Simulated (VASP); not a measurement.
# Ta: single point with r2SCAN

Crystal: Ta.

```
Ta
1.0
     4.84931    0.00000    0.00000
    -2.42466    4.19963    0.00000
     0.00000    0.00000    2.71223
Ta
3
Direct
  0.00000 0.00000 0.00000
  0.33333 0.66667 0.50000
  0.66667 0.33333 0.50000
```

This isn't the form of Ta at room conditions, which is bcc.

| Property | Result |
| --- | --- |
| Program | VASP 6.6.1 |
| Task | single point |
| Functional | r2SCAN |
| Potentials or basis | VASP PAW PBE potentials, release 64 (Ta_pv) |
| Cutoff | 520 eV |
| k mesh | 9 × 9 × 13 |
| Occupations | fermi-dirac, width 0.1 eV |
| Spin | no spin polarisation |

```yaml
Pressure: 0.6 GPa
Band_gap_on_the_k_mesh: zero (an odd number of electrons rules out a gap without spin polarisation)
```

Stress tensor (GPa, compression positive):
```
0.75 0.00 0.00
0.00 0.75 0.00
0.00 0.00 0.37
```

Levels at points of the mesh, in eV from the Fermi level:
```
           k point  band 14  band 15  band 16  band 17  band 18  band 19  band 20  band 21
(0.00, 0.00, 0.00)    -1.63    -1.58    -1.58    -0.78     1.13     1.13     3.65     3.65
```

Run time: 4 min on 1 thread of AMD EPYC 7R13 (shared host), peak memory 0.23 GiB.

Caveat: the PAW data sets were made with another functional, which shifts forces and pressure a little; spin-orbit coupling is left out, which moves the levels of the heavy elements.
